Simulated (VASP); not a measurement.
Runs of VASP 6.6.1 on SbW (CsCl type). The structure is that of space group Pm-3m (No. 221), or close to it. The cells are those of the table. 

```csv
task,cell,cutoff (eV),gap on the mesh (eV),pressure (GPa)
single point,"a = 3.103 Å, 2 atoms",520,none,(a)
relaxation of cell and atoms,"relaxed to 52 GPa from a = 3.161 Å, 2 atoms",600,none,52.0
single point,"a = 3.102 Å, 2 atoms",520,none,53.1
relaxation of cell and atoms,"relaxed to 52 GPa from a = 3.103 Å, 2 atoms",600,none,52.0
```

Alike in all rows: level PBEsol; potentials or basis VASP PAW PBE potentials, release 64 (W_sv, Sb); no spin polarisation; k mesh 13 × 13 × 13; smearing fermi-dirac 0.05 eV.

Fill in the values left out.

(a) 53.0.

Caveats: the PAW data sets were made with another functional, which shifts forces and pressure a little; spin-orbit coupling is left out, which moves the levels of the heavy elements; the cell stands under pressure (at least some runs); the cell is relaxed towards a set pressure, so the run minimises the enthalpy, not the energy (at least some runs).

A k mesh can miss the band edges, and the runs leave out spin-orbit coupling on Sb, W.

A gap of «none» marks levels without a gap at the run's occupations.
